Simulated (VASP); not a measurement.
Input of a VASP 6.6.1 run:

INCAR

```
SYSTEM = TaRu
ALGO     = Normal         ! electronic algorithm
EDIFF    = 1E-6           ! SCF threshold, eV
ENCUT    = 600            ! plane-wave cutoff, eV
GGA      = CA             ! functional
GGA_COMPAT= .False.      
ISIF     = 2              ! what is computed and relaxed
ISMEAR   = 0              ! smearing method
LASPH    = .True.         ! aspherical terms in the spheres
LCHARG   = .True.         ! write CHGCAR
LELF     = .True.         ! ELF
LREAL    = .False.        ! projectors in reciprocal space
LVHAR    = .True.       
LWAVE    = .False.        ! write WAVECAR
NBANDS   = 22             ! bands
NELM     = 120            ! most SCF steps
PREC     = Accurate       ! precision mode
SIGMA    = 0.15           ! smearing width, eV
```

KPOINTS

```
k-points
0
Gamma
  18 18 12
  0 0 0
```

The input POSCAR:

```
TaRu
1.0
    1.6541220000     -2.3416130000      0.0000000000
    1.6541220000      2.3416130000      0.0000000000
    0.0000000000      0.0000000000      4.1624230000
Ta Ru
1 1
Direct
    0.5000000000      0.5000000000      0.5000000000
    0.0000000000      0.0000000000      0.0000000000
```

Potentials or basis: VASP PAW LDA potentials, release 64 (Ta_sv_GW, Ru_sv).

Launch:

```sh
$ cat potpaw_LDA.64/Ta_sv_GW/POTCAR potpaw_LDA.64/Ru_sv/POTCAR > POTCAR
$ mpirun -np 1 vasp_std > vasp.out
```

Question: Estimate the pressure.

Answer: -13.5 GPa.

Stress tensor (GPa, compression positive):
```
-12.34   0.00   0.00
  0.00 -14.17   0.00
  0.00   0.00 -14.13
```
